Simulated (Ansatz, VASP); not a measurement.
# One calculation of RbYSi2, two programs

INCAR

```
  PREC = Accurate
  ENCUT = 520
  EDIFF = 1E-6
  ISMEAR = 0
  SIGMA = 0.1
  LREAL = False
  LASPH = True
  NELM = 100
  ALGO = Normal
  ISIF = 2
  LWAVE = False
  LCHARG = False
  GGA = PE
  NBANDS = 22
```

KPOINTS

```
regular mesh
0
Gamma
  4 4 4
```

Contents of POSCAR:

```
RbYSi2
1.0
    4.1773566100      0.0000000000      0.0000000000
    0.0000000000      4.1773566100      0.0000000000
    0.0000000000      0.0000000000      4.4622413500
Rb Y Si
1 1 2
Direct
    0.0000000000      0.0000000000      0.5000000000
    0.0000000000      0.0000000000      0.0000000000
    0.5000000000      0.5000000000      0.7465128900
    0.5000000000      0.5000000000      0.2534871100
```

Input for Ansatz:

```yaml
crystal:
  lattice:
    - [4.17735661, 0.0, 0.0]
    - [0.0, 4.17735661, 0.0]
    - [0.0, 0.0, 4.46224135]
  atoms:
    - { symbol: Rb, position: [0.0, 0.0, 0.5] }
    - { symbol: "Y", position: [0.0, 0.0, 0.0] }
    - { symbol: Si, position: [0.5, 0.5, 0.74651289] }
    - { symbol: Si, position: [0.5, 0.5, 0.25348711] }
basis:
  ecutwfc: 420
kpoints:
  mp_grid: { grid: [4, 4, 4] }
hamiltonian:
  xc: pbe
scf:
  occupations: { method: gaussian, width: 0.1 }
  lower_state_search: "off"
output:
  forces: true
  stress: true
  eigenvalues: true
```

Alike in both runs: task single point; functional PBE; k mesh 4 × 4 × 4; occupations gaussian, width 0.1 eV; no spin polarisation.

|  | VASP | Ansatz |
| --- | --- | --- |
| version | VASP 6.6.1 | Ansatz 0.2.0 |
| potentials or method | VASP PAW PBE potentials, release 64 (Rb_sv, Y_sv, Si), cutoff 520 eV | scalar-relativistic, plane waves, PAW |
| valence electrons in the cell | 28 | 28 |

Ansatz gave:

```
gap on the k mesh at the Fermi level (eV) : none
rms of the force components (eV/Å)        : 0.455
```

Q: Which values does VASP return?

A: gap on the k mesh at the Fermi level (eV): none; rms of the force components (eV/Å): 0.459.

Atom by atom the forces differ by 0.004 eV/Å (rms over components). A gap of «none» marks a metal or a gap that the smearing closes.

The k mesh is coarse, so the values compare programs but aren't converged.
